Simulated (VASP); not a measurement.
# Al (Fm-3m) in VASP: settings compared

The runs below take Al through single point, with SVWN5, revPBE, BLYP+D3(BJ).

Program: VASP 6.6.1. These are calculated values, not measurements. Logs are shortened: lines on timing, memory, paths and dates and some standing lists are left out, and cuts for length are marked.

## (1) The cell of the first run

Symmetry: Fm-3m, No. 225, cubic system. The conventional cell has a = 4.050 Å, b = 4.050 Å, c = 4.050 Å, α = 90.00°, β = 90.00°, γ = 90.00°. Al (site symmetry m-3m) has 12 Al at 2.86 Å within 3.8 Å.

## (2) Single point, SVWN5

File INCAR:

```
SYSTEM = Al
ALGO = Normal
EDIFF = 1E-6
ENCUT = 520
GGA = VW
ISIF = 2
ISMEAR = -1
LASPH = .True.
LCHARG = .False.
LREAL = .False.
LWAVE = .False.
NBANDS = 8
NELM = 80
PREC = Accurate
SIGMA = 0.05
```

File KPOINTS:

```
k-points
0
Gamma
  11 11 11
  0 0 0
```

File POSCAR:

```
Al
1.0
    0.0000000000      2.0248050000      2.0248050000
    2.0248050000      0.0000000000      2.0248050000
    2.0248050000      2.0248050000      0.0000000000
Al
1
Direct
    0.0000000000      0.0000000000      0.0000000000
```

Potentials or basis: VASP PAW PBE potentials, release 64 (Al).

Command:

```sh
$ cat potpaw_PBE.64/Al/POTCAR > POTCAR
$ mpirun -np 1 vasp_std > vasp.out
```

OUTCAR:

```text
SYSTEM = Al
   EDIFF = 1E-6
   ENCUT = 520
   GGA = VW
   ISIF = 2
   ISMEAR = -1
   LASPH = .True.
   LREAL = .False.
   NELM = 80
   PREC = Accurate

 ion  position               nearest neighbor table
   1  0.000  0.000  0.000-

  LATTYP: Found a face centered cubic cell.
 ALAT       =     4.0496100000

  Lattice vectors:

 A1 = (   0.0000000000,   2.0248050000,   2.0248050000)
 A2 = (   2.0248050000,   0.0000000000,   2.0248050000)
 A3 = (   2.0248050000,   2.0248050000,   0.0000000000)

Analysis of symmetry for initial positions (statically):
=====================================================================
 Subroutine PRICEL returns:
 Original cell was already a primitive cell.

 Routine SETGRP: Setting up the symmetry group for a
 face centered cubic supercell.

 Subroutine GETGRP returns: Found 48 space group operations
[... 9 lines left out ...]

 Routine SETGRP: Setting up the symmetry group for a
 face centered cubic supercell.

 Subroutine GETGRP returns: Found 48 space group operations
 (whereof 48 operations were pure point group operations)
 out of a pool of 48 trial point group operations.

The dynamic configuration has the point symmetry O_h .

 Subroutine INISYM returns: Found 48 space group operations
 (whereof 48 operations are pure point group operations),
 and found     1 'primitive' translations

----------------------------------------------------------------------------------------

                                     Primitive cell

  volume of cell :      16.6027

  direct lattice vectors                    reciprocal lattice vectors
     0.000000000  2.024805000  2.024805000    -0.246937359  0.246937359  0.246937359
     2.024805000  0.000000000  2.024805000     0.246937359 -0.246937359  0.246937359
     2.024805000  2.024805000  0.000000000     0.246937359  0.246937359 -0.246937359

  length of vectors
     2.863506692  2.863506692  2.863506692     0.427708053  0.427708053  0.427708053

  position of ions in fractional coordinates (direct lattice)
     0.000000000  0.000000000  0.000000000

  ion indices of the primitive-cell ions
   primitive index   ion index
                 1           1

----------------------------------------------------------------------------------------

 KPOINTS: k-points

Automatic generation of k-mesh.
 Grid dimensions read from file:
 generate k-points for:   11   11   11

 Generating k-lattice:

  Cartesian coordinates                     Fractional coordinates (reciprocal lattice)
    -0.022448851  0.022448851  0.022448851     0.090909091  0.000000000  0.000000000
     0.022448851 -0.022448851  0.022448851     0.000000000  0.090909091  0.000000000
     0.022448851  0.022448851 -0.022448851     0.000000000  0.000000000  0.090909091

  Length of vectors
     0.038882550  0.038882550  0.038882550

  Shift w.r.t. Gamma in fractional coordinates (k-lattice)
     0.000000000  0.000000000  0.000000000

 Subroutine IBZKPT returns following result:
 ===========================================

 Found     56 irreducible k-points:

 Following reciprocal coordinates:
            Coordinates               Weight
  0.000000  0.000000  0.000000      1.000000
  0.090909  0.000000  0.000000      8.000000
  0.181818  0.000000  0.000000      8.000000
  0.272727  0.000000  0.000000      8.000000
  0.363636  0.000000  0.000000      8.000000
  0.454545  0.000000  0.000000      8.000000
[... 16 lines left out ...]
 -0.272727  0.181818  0.000000     24.000000
 -0.181818  0.181818  0.000000     12.000000
 [... further k-points ...]
   k-points           NKPTS =     56   k-points in BZ     NKDIM =     56   number of bands    NBANDS=      8
   number of dos      NEDOS =    301   number of ions     NIONS =      1
   total plane-waves  NPLWV =  13824
   dimension x,y,z NGX =    24 NGY =   24 NGZ =   24
   dimension x,y,z NGXF=    48 NGYF=   48 NGZF=   48
   ions per type =               1
   NGX,Y,Z   is equivalent  to a cutoff of  13.93, 13.93, 13.93 a.u.
   NGXF,Y,Z  is equivalent  to a cutoff of  27.87, 27.87, 27.87 a.u.
 SYSTEM =  Al
   PREC   = accura    normal or accurate (medium, high low for compatibility)
   ISTART =      0    job   : 0-new  1-cont  2-samecut
   ICHARG =      2    charge: 1-file 2-atom 10-const
   ISPIN  =      1    spin polarized calculation?
   LNONCOLLINEAR =      F non collinear calculations
   LSORBIT =      F    spin-orbit coupling
   LASPH  =      T    aspherical Exc in radial PAW
   ENCUT  =  520.0 eV  38.22 Ry    6.18 a.u.   5.32  5.32  5.32*2*pi/ulx,y,z
   NELM   =     80;   NELMIN=  2; NELMDL= -5     # of ELM steps
   EDIFF  = 0.1E-05   stopping-criterion for ELM
   LREAL  =      F    real-space projection
   EDIFFG = 0.1E-04   stopping-criterion for IOM
   NSW    =      0    number of steps for IOM
   IBRION =     -1    ionic relax: 0-MD 1-quasi-New 2-CG
   NFREE  =      0    steps in history (QN), initial steepest desc. (CG)
   ISIF   =      2    stress and relaxation
   ISYM   =      2    0-nonsym 1-usesym 2-fastsym
   POTIM  = 0.5000    time-step for ionic-motion
   TEBEG  =    0.0;   TEEND  =   0.0 temperature during run
   PSTRESS=    0.0 pullay stress
   NELECT =       3.0000    total number of electrons
   NUPDOWN=      -1.0000    fix difference up-down
   EMIN   =  10.00;   EMAX   =-10.00  energy-range for DOS
   EFERMI =   0.00;   METHOD = LEGACY
   ISMEAR =    -1;   SIGMA  =   0.05  broadening in eV -4-tet -1-fermi 0-gaus
   EFERMI_NEDOS =   21; number of points for ismear=-14 and -15
   IALGO  =     38    algorithm
   IMIX   =      4    mixing-type and parameters
     AMIX     =   0.40;   BMIX     =  1.00
     AMIX_MAG =   1.60;   BMIX_MAG =  1.00
  volume/ion in A,a.u.               =      16.60       112.04
  Fermi-wavevector in a.u.,A,eV,Ry     =   0.925526  1.748991 11.654733  0.856599
  Thomas-Fermi vector in A             =   2.051390
   LORBIT       =      0    0 simple, 1 ext, 2 COOP (PROOUT), +10 PAW based schemes
   GGA     = VW    functional components
   LHFCALC =     F    Hartree Fock is set to
   AEXX    =    0.0000 exact exchange contribution
   IVDW    =     0    specifies the selected vdW correction
   LEPSILON=     F    determine dielectric tensor
   LRPA    =     F    only Hartree local field effects (RPA)
 non-spin polarized calculation
  energy-cutoff  :      520.00
  volume of cell :       16.60
 maximum number of plane-waves:       459
 NGX is ok and might be reduce to    24
   NGX = 11   NGY = 11   NGZ = 11

 number of electron       3.0000000 magnetization

 Free energy of the ion-electron system (eV)
  ---------------------------------------------------
  ext. energy  EPLUGINS =         0.00000000
  ---------------------------------------------------
  free energy    TOTEN  =        -4.17229167 eV

  energy without entropy =       -4.16826234  energy(sigma->0) =       -4.17027701

 E-fermi :   7.7661     XC(G=0): -10.3070

 val. band max:        7.5286355645   @ k =  -0.4545   0.4545   0.0909
 cond. band min:       7.7671215609   @ k =  -0.4545   0.3636   0.0000
 fundamental gap:      0.2384859964
 Fermi energy:         7.7660733917

 k-point     1 :       0.0000    0.0000    0.0000
  band No.  band energies     occupation
      1      -3.3181      2.00000
      2      20.3375      0.00000
      3      20.3375      0.00000
      4      20.3375      0.00000
      5      21.5805      0.00000
      6      21.5805      0.00000
      7      21.5805      0.00000
      8      24.3037      0.00000

 k-point     2 :       0.0909    0.0000    0.0000
  band No.  band energies     occupation
      1      -3.0948      2.00000
      2      17.3854      0.00000
      3      19.6381      0.00000
      4      19.6381      0.00000
      5      22.3714      0.00000
      6      22.6083      0.00000
      7      22.6083      0.00000
      8      25.9404      0.00000

 k-point     3 :       0.1818    0.0000    0.0000
  band No.  band energies     occupation
      1      -2.4273      2.00000
      2      13.7543      0.00000
      3      18.8881      0.00000
      4      18.8881      0.00000
      5      22.1870      0.00000
      6      23.4475      0.00000
      7      23.4475      0.00000
      8      25.0669      0.00000

 k-point     4 :       0.2727    0.0000    0.0000
  band No.  band energies     occupation
      1      -1.3215      2.00000
      2      10.3413      0.00000
      3      18.4734      0.00000
      4      18.4734      0.00000
      5      21.9657      0.00000
      6      21.9657      0.00000
      7      21.9970      0.00000
      8      26.0294      0.00000

 k-point     5 :       0.3636    0.0000    0.0000
  band No.  band energies     occupation
      1       0.2125      2.00000
      2       7.2485      1.99994
      3      18.4246      0.00000
      4      18.4246      0.00000
      5      20.5517      0.00000
      6      20.5517      0.00000
      7      22.0792      0.00000
      8      24.5446      0.00000

 k-point     6 :       0.4545    0.0000    0.0000
  band No.  band energies     occupation
      1       2.1612      2.00000
      2       4.5162      2.00000
      3      18.7382      0.00000
      4      18.7382      0.00000
      5      19.4913      0.00000
      6      19.4913      0.00000
      7      22.5215      0.00000
      8      23.3582      0.00000

 k-point     7 :       0.0909    0.0909    0.0000
  band No.  band energies     occupation
      1      -3.0205      2.00000
      2      18.3650      0.00000
      3      18.3650      0.00000
      4      18.7634      0.00000
      5      20.9295      0.00000
      6      23.9756      0.00000
      7      23.9756      0.00000
      8      24.0490      0.00000
[... 133 lines left out ...]
 k-point    20 :       0.4545    0.1818    0.0000
  band No.  band energies     occupation
      1       1.5849      2.00000
      2       7.0289      2.00000
      3      13.9860      0.00000
      4      15.4254      0.00000
      5      17.1915      0.00000
      6      24.5529      0.00000
      7      24.8191      0.00000
      8      27.6805      0.00000

 k-point    21 :      -0.4545    0.1818    0.0000
  band No.  band energies     occupation
      1       3.6469      2.00000
      2       4.4493      2.00000
      3      12.9791      0.00000
      4      15.8751      0.00000
      5      17.7161      0.00000
      6      23.6390      0.00000
      7      26.0734      0.00000
      8      28.5152      0.00000

 k-point    22 :      -0.3636    0.1818    0.0000
  band No.  band energies     occupation
      1       2.2320      2.00000
      2       6.1125      2.00000
      3      12.3858      0.00000
      4      16.7049      0.00000
      5      18.6333      0.00000
      6      23.0777      0.00000
      7      25.6767      0.00000
      8      28.6129      0.00000

 k-point    23 :      -0.2727    0.1818    0.0000
  band No.  band energies     occupation
      1       0.4302      2.00000
      2       8.8944      0.00000
      3      12.2434      0.00000
      4      17.9105      0.00000
      5      19.9266      0.00000
      6      22.8690      0.00000
      7      25.2338      0.00000
      8      25.7540      0.00000

 k-point    24 :      -0.1818    0.1818    0.0000
  band No.  band energies     occupation
      1      -0.9548      2.00000
      2      11.5731      0.00000
      3      12.9515      0.00000
      4      19.4711      0.00000
      5      21.5403      0.00000
      6      22.6403      0.00000
      7      23.6145      0.00000
      8      24.5966      0.00000

 [... further k-points ...]
[... 5 lines left out ...]
  --------------------------------------------------------------------------------------
  -------------------------------------------------------------------------------------
  Total       -0.3463117     -0.3463117     -0.3463117     -0.0000000      0.0000000     -0.0000000
  in kB      -33.4193634    -33.4193634    -33.4193634     -0.0000000      0.0000000     -0.0000000
  external PRESSURE =     -33.4193634 kB  Pullay stress =       0.0000000 kB

 VOLUME and BASIS-vectors are now :
 -----------------------------------------------------------------------------
  energy-cutoff  :      520.00
  volume of cell :       16.60
      direct lattice vectors                 reciprocal lattice vectors
     0.000000000  2.024805000  2.024805000    -0.246937359  0.246937359  0.246937359
     2.024805000  0.000000000  2.024805000     0.246937359 -0.246937359  0.246937359
     2.024805000  2.024805000  0.000000000     0.246937359  0.246937359 -0.246937359

 POSITION                                       TOTAL-FORCE (eV/Angst)
 -----------------------------------------------------------------------------------
      0.00000      0.00000      0.00000        -0.000000      0.000000     -0.000000
 -----------------------------------------------------------------------------------
    total drift:                               -0.000000      0.000000      0.000000

  FREE ENERGIE OF THE ION-ELECTRON SYSTEM (eV)
  ---------------------------------------------------
  free  energy   TOTEN  =        -4.1722916738 eV

  energy  without entropy=       -4.1682623389  energy(sigma->0) =       -4.17027701
```

It took 3 s on 1 thread of Intel Xeon 6975P-C (Granite Rapids), shared host; peak memory 0.11 GiB.

Results:

```
Free energy : -4.1723 eV
Pressure    : -3.3 GPa
```

Levels at points of the mesh, in eV from the Fermi level:
| k point | band 1 | band 2 | band 3 | band 4 | band 5 |
| --- | --- | --- | --- | --- | --- |
| (0.00, 0.00, 0.00) | -11.08 | 12.57 | 12.57 | 12.57 | 13.81 |

Caveat: the PAW data sets were made with another functional, which shifts forces and pressure a little.

## (3) Single point, revPBE

This run uses another cell than the first one, of 16.93 Å³/atom, 1.020 times its volume.

File INCAR:

```
PREC = Accurate ; ENCUT = 520
EDIFF = 1E-6 ; ISMEAR = -1
SIGMA = 0.05 ; LREAL = F
LASPH = T ; NELM = 80
ALGO = Fast ; ISIF = 2
LWAVE = F ; LCHARG = F
GGA = RE ; NBANDS = 8
```

File KPOINTS:

```
regular mesh
0
Gamma
  11 11 11
```

File POSCAR:

```
Al
1.0
    0.0000000000      2.0382146954      2.0382146954
    2.0382146954      0.0000000000      2.0382146954
    2.0382146954      2.0382146954      0.0000000000
Al
1
Direct
    0.0000000000      0.0000000000      0.0000000000
```

Potentials or basis: VASP PAW PBE potentials, release 64 (Al).

Command:

```sh
$ cat potpaw_PBE.64/Al/POTCAR > POTCAR
$ mpirun -np 1 vasp_std > vasp.out
```

Run time: 3.3 s. Hardware: 1 thread of Intel Xeon 6975P-C (Granite Rapids), shared host; peak memory 0.12 GiB.

Results (log left out):

```
Free energy : -3.5632 eV
Pressure    : -1.0 GPa
```

Levels at points of the mesh, in eV from the Fermi level:
| k point | band 1 | band 2 | band 3 | band 4 |
| --- | --- | --- | --- | --- |
| (0.00, 0.00, 0.00) | -10.97 | 12.44 | 12.44 | 12.44 |

Caveat: the PAW data sets were made with another functional, which shifts forces and pressure a little.

(Continued in part 2 of 2.)
